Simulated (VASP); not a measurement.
Set up this calculation in VASP 6.6.1, as the native input.

```yaml
Task: single point
Functional: PBEsol
Potentials_or_basis: VASP PAW PBE potentials, release 64 (Pd, Co, O)
Cutoff: 520 eV
k_mesh: 11 × 11 × 11
Occupations: fermi-dirac, width 0.05 eV
Spin: no spin polarisation
Dipole_correction: no
Further_INCAR_settings: ALGO = Normal; EDIFF = 1e-06; NBANDS = 24
```

The structure of CoPdO2 lies in POSCAR:

```
CoPdO2
1.0
    1.4316899074      0.8265865534      5.9577715763
   -1.4316899074      0.8265865534      5.9577715763
    0.0000000000     -1.6531731068      5.9577715763
Pd Co O
1 1 2
Direct
    0.0000000000      0.0000000000      0.0000000000
    0.5000000000      0.5000000000      0.5000000000
    0.1124760000      0.1124760000      0.1124760000
    0.8875240000      0.8875240000      0.8875240000
```

One way to write it, as run:

INCAR

```
SYSTEM = CoPdO2
  ALGO = Normal
  EDIFF = 1E-6
  ENCUT = 520
  GGA = PS
  ISIF = 2
  ISMEAR = -1
  LASPH = .TRUE.
  LCHARG = .TRUE.
  LELF = .TRUE.
  LREAL = .FALSE.
  LVHAR = .TRUE.
  LWAVE = .FALSE.
  NBANDS = 24
  NELM = 100
  PREC = Accurate
  SIGMA = 0.05
```

KPOINTS

```
k-points
0
G
  11 11 11
  0 0 0
```

Potentials or basis: VASP PAW PBE potentials, release 64 (Pd, Co, O).

Command:

```sh
$ cat potpaw_PBE.64/Pd/POTCAR potpaw_PBE.64/Co/POTCAR potpaw_PBE.64/O/POTCAR > POTCAR
$ mpirun -np 1 vasp_std > vasp.out
```

It gave:

```
Pressure      : -10.8 GPa
Largest force : 0.194 eV/Å
```

Caveat: the PAW data sets were made with another functional, which shifts forces and pressure a little; an odd number of electrons without spin polarisation forces a metal; a magnetic or distorted state may lie lower; the run has no spin polarisation, though such a crystal can be magnetic.

Wall time 21 min on 1 thread of AMD EPYC 7R13 (shared host), peak memory 0.4 GiB.
